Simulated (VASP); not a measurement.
Here is a VASP 6.6.1 calculation.

The input INCAR:

```
SYSTEM = NaF
PREC = Accurate ; ENCUT = 600
EDIFF = 1E-7 ; ISMEAR = 0
SIGMA = 0.01 ; LREAL = .FALSE.
LASPH = .TRUE. ; NELM = 120
ALGO = Normal ; ISIF = 3
LWAVE = .FALSE. ; LCHARG = .FALSE.
GGA = PE ; IBRION = 2
NSW = 60 ; EDIFFG = -0.02
GGA_COMPAT = .FALSE. ; NELMIN = 4
```

Contents of KPOINTS:

```
regular mesh
0
G
  6 6 6
  0 0 0
```

POSCAR

```
NaF
1.0
    0.0000000000      2.3200000000      2.3200000000
    2.3200000000      0.0000000000      2.3200000000
    2.3200000000      2.3200000000      0.0000000000
Na F
1 1
Direct
    0.0000000000      0.0000000000      0.0000000000
    0.5000000000      0.5000000000      0.5000000000
```

Potentials or basis: VASP PAW PBE potentials, release 64 (Na_pv, F).

Command:

```sh
$ cat potpaw_PBE.64/Na_pv/POTCAR potpaw_PBE.64/F/POTCAR > POTCAR
$ mpirun -np 1 vasp_std > vasp.out
```

Question: Estimate the relaxed volume.

Answer: 12.96 Å³/atom.

Question: Estimate the relaxed cell.

Answer: a = 3.322 Å, b = 3.322 Å, c = 3.322 Å, α = 60.00°, β = 60.00°, γ = 60.00°.

Question: What does it give for the space group after relaxing (to 0.05 Å)?

Answer: Fm-3m (No. 225).

Question: Estimate the band gap on the k mesh.

Answer: 6.09 eV, direct.

Final structure:
```xyz
2
Lattice="0.0000 2.3487 2.3487 2.3487 0.0000 2.3487 2.3487 2.3487 0.0000" Properties=species:S:1:pos:R:3 pbc="T T T"
Na    0.0000    0.0000    0.0000
F     2.3487    2.3487    2.3487
```

PBE gaps usually lie below the measured ones, often by a third to a half. Zero-point motion and thermal expansion aren't in these numbers.
